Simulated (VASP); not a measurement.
Set up this calculation in VASP 6.6.1, as the native input.

```
Task                   : relaxation of cell and atoms
Functional             : PBE
Potentials or basis    : VASP PAW PBE potentials, release 64 (Pt, S)
Cutoff                 : 600 eV
k mesh                 : 9 × 9 × 4
Occupations            : gaussian, width 0.02 eV
Spin                   : no spin polarisation
Dipole correction      : no
Further INCAR settings : ALGO = Normal; EDIFF = 1e-07; IBRION = 2; EDIFFG = -0.005; NSW = 100; ISIF = 3
```

The structure of PtS2 lies in POSCAR:

```
PtS2
1.0
    3.5765911006      0.0000000000      0.0000000000
   -1.7882955503      3.0974187520      0.0000000000
    0.0000000000      0.0000000000      6.4966356506
Pt S
1 2
Direct
    0.0000000000      0.0000000000      0.0000000000
    0.3333333333      0.6666666667      0.1889525212
    0.6666666667      0.3333333333      0.8110474788
```

The input as run:

INCAR

```
SYSTEM = PtS2
  PREC = Accurate
  ENCUT = 600
  EDIFF = 1E-7
  ISMEAR = 0
  SIGMA = 0.02
  LREAL = .FALSE.
  LASPH = .TRUE.
  NELM = 100
  ALGO = Normal
  ISIF = 3
  LWAVE = .FALSE.
  LCHARG = .FALSE.
  GGA = PE
  IBRION = 2
  NSW = 100
  EDIFFG = -0.005
```

KPOINTS

```
Automatic mesh
0
G
  9 9 4
  0 0 0
```

Potentials or basis: VASP PAW PBE potentials, release 64 (Pt, S).

Command:

```console
$ cat potpaw_PBE.64/Pt/POTCAR potpaw_PBE.64/S/POTCAR > POTCAR
$ mpirun -np 1 vasp_std > vasp.out
```

Results of the run:

```json
{
  "Relaxed volume": "23.93 Å³/atom",
  "Relaxed cell": "a = 3.573 Å, b = 3.573 Å, c = 6.493 Å, α = 90.00°, β = 90.00°, γ = 120.00°",
  "Space group after relaxing (to 0.1 Å)": "P-3m1 (No. 164)",
  "Energy gained by relaxing": "0.1 meV/atom",
  "Ionic steps": "3",
  "Pressure after relaxing": "0.0 GPa",
  "Largest force after relaxing": "0.004 eV/Å",
  "Band gap on the k mesh": "1.58 eV"
}
```

Caveat: spin-orbit coupling is left out, which moves the levels of the heavy elements; an odd mesh through Γ misses points on the zone boundary, where band edges can lie; this functional lacks dispersion, which binds the layers, so the pressure and a relaxed spacing across them are unreliable.

Wall time 3.2 min on 1 thread of Intel Xeon 8259CL, on a shared host, peak memory 0.26 GiB.
